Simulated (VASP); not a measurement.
Wanted: the native input for a VASP 6.6.1 run.

```yaml
Task: single point
Functional: PBEsol
Potentials_or_basis: VASP PAW PBE potentials, release 64 (Os)
Cutoff: 520 eV
k_mesh: 18 × 18 × 12
Occupations: gaussian, width 0.15 eV
Spin: no spin polarisation
Dipole_correction: no
Further_INCAR_settings: ALGO = Normal; EDIFF = 1e-07; NBANDS = 15
```

The structure of Os lies in POSCAR:

```
Os
1.0
    2.5973949767      0.0000000000      0.0000000000
   -1.2986974884      2.2494100335      0.0000000000
    0.0000000000      0.0000000000      4.4276925000
Os
2
Direct
    0.3333333333      0.6666666667      0.2500000000
    0.6666666667      0.3333333333      0.7500000000
```

This cell differs from its parent crystal: strain -0.050 along x and y, +0.025 along z.

These files were run (other wordings do the same):

INCAR

```
SYSTEM = Os
PREC = Accurate
ENCUT = 520
EDIFF = 1E-7
ISMEAR = 0
SIGMA = 0.15
LREAL = .False.
LASPH = .True.
NELM = 80
ALGO = Normal
ISIF = 2
LWAVE = .False.
LCHARG = .False.
GGA = PS
NBANDS = 15
```

KPOINTS

```
Automatic mesh
0
Gamma
  18 18 12
  0 0 0
```

Potentials or basis: VASP PAW PBE potentials, release 64 (Os).

Launch:

```console
$ cat potpaw_PBE.64/Os/POTCAR > POTCAR
$ mpirun -np 1 vasp_std > vasp.out
```

Results of the run:

The pressure is 40.2 GPa. The band gap on the k mesh is zero (bands 8 and 9 overlap by 4.38 eV).

Caveat: the cell differs from its parent crystal (strain -0.050 along x and y, +0.025 along z); the cell stands under pressure; the PAW data sets were made with another functional, which shifts forces and pressure a little; spin-orbit coupling is left out, which moves the levels of the heavy elements.

Wall time 46 s on 1 thread of AMD EPYC 9R45 96-Core Processor (Zen 5) (shared host), peak memory 0.18 GiB.
